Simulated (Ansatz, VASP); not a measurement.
BN: VASP beside Ansatz

Contents of INCAR:

```
SYSTEM = BN
  PREC = Accurate
  ENCUT = 520
  EDIFF = 1E-7
  ISMEAR = 0
  SIGMA = 0.05
  LREAL = .False.
  LASPH = .True.
  NELM = 60
  ALGO = Normal
  ISIF = 2
  LWAVE = .False.
  LCHARG = .False.
  GGA = PE
  IVDW = 12
  NBANDS = 26
```

The input KPOINTS:

```
Automatic mesh
0
Gamma
  10 10 2
  0 0 0
```

Contents of POSCAR:

```
BN
1.0
   -2.5064381127      0.0000000000      0.0000000000
   -1.2532190563     -2.1706390786      0.0000000000
   -0.3131794422     -0.1808142353     13.2336949040
B N
4 4
Direct
    0.2604458333      0.2604458333      0.8750000000
    0.3020958333      0.3020958333      0.3750000000
    0.6562541667      0.6562541667      0.1250000000
    0.6146041667      0.6146041667      0.6250000000
    0.3229208333      0.3229208333      0.1250000000
    0.2812708333      0.2812708333      0.6250000000
    0.5937791667      0.5937791667      0.8750000000
    0.6354291667      0.6354291667      0.3750000000
```

Input for Ansatz:

```yaml
crystal:
  lattice:
    - [-2.5064381127, 0.0, 0.0]
    - [-1.2532190563, -2.1706390786, 0.0]
    - [-0.3131794422, -0.1808142353, 13.233694904]
  atoms:
    - { symbol: B, position: [0.2604458333, 0.2604458333, 0.875] }
    - { symbol: B, position: [0.3020958333, 0.3020958333, 0.375] }
    - { symbol: B, position: [0.6562541667, 0.6562541667, 0.125] }
    - { symbol: B, position: [0.6146041667, 0.6146041667, 0.625] }
    - { symbol: "N", position: [0.3229208333, 0.3229208333, 0.125] }
    - { symbol: "N", position: [0.2812708333, 0.2812708333, 0.625] }
    - { symbol: "N", position: [0.5937791667, 0.5937791667, 0.875] }
    - { symbol: "N", position: [0.6354291667, 0.6354291667, 0.375] }
basis:
  ecutwfc: 420
kpoints:
  mp_grid: { grid: [10, 10, 2] }
hamiltonian:
  xc: pbe
  dispersion: d3bj
scf:
  occupations: { method: gaussian, width: 0.05 }
output:
  forces: true
  stress: true
  eigenvalues: true
```

Alike in both runs: task single point; functional PBE; dispersion D3(BJ); k mesh 10 × 10 × 2; occupations gaussian, width 0.05 eV; no spin polarisation.

```csv
,VASP,Ansatz
version,VASP 6.6.1,Ansatz 0.2.0
potentials or method,"VASP PAW PBE potentials, release 64 (B, N), cutoff 520 eV","scalar-relativistic, plane waves, PAW"
valence electrons in the cell,32,32
```

|  | VASP | Ansatz | Ansatz less VASP |
| --- | --- | --- | --- |
| gap on the k mesh at the Fermi level (eV) | 4.10 | 4.11 | +0.007 |
| least direct gap on the mesh (eV) | 4.54 | 4.55 | +0.005 |
| pressure (GPa) | 0.1 | 0.0 | -0.07 |
| traceless stress, the component that is largest in VASP (GPa) | -0.14 | 0.07 | +0.206 |
| rms of the force components (eV/Å) | 0.006 | 0.006 | 0.0000 |

Atom by atom the forces differ by 0.000 eV/Å (rms over components).
